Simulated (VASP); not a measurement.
TaN, 2 atoms in the cell. Symmetry: Fm-3m, No. 225, cubic system. Conventional cell: a = 4.358 Å, b = 4.358 Å, c = 4.358 Å, α = 90.00°, β = 90.00°, γ = 90.00°. Ta (site symmetry m-3m) has 6 N at 2.18 Å within 2.9 Å. N (site symmetry m-3m) has 6 Ta at 2.18 Å within 2.9 Å. 

```yaml
Program: VASP 6.6.1
Task: single point
Functional: revPBE
Potentials_or_basis: VASP PAW PBE potentials, release 64 (Ta_pv, N)
Cutoff: 520 eV
k_mesh: 13 × 13 × 13
Occupations: fermi-dirac, width 0.1 eV
Spin: no spin polarisation
Dipole_correction: no
Further_INCAR_settings: ALGO = Normal; EDIFF = 1e-06; NBANDS = 15
```

Potentials or basis: VASP PAW PBE potentials, release 64 (Ta_pv, N).

Command:

```sh
$ cat potpaw_PBE.64/Ta_pv/POTCAR potpaw_PBE.64/N/POTCAR > POTCAR
$ mpirun -np 1 vasp_std > vasp.out
```

Hardware: 1 thread of Intel Xeon 6975P-C (shared host).

Task: Estimate the wall time of this run.

Result: Run time: 12 s on 1 thread of Intel Xeon 6975P-C (shared host), peak memory 0.16 GiB. Counts: scf iterations 12, k points 84.
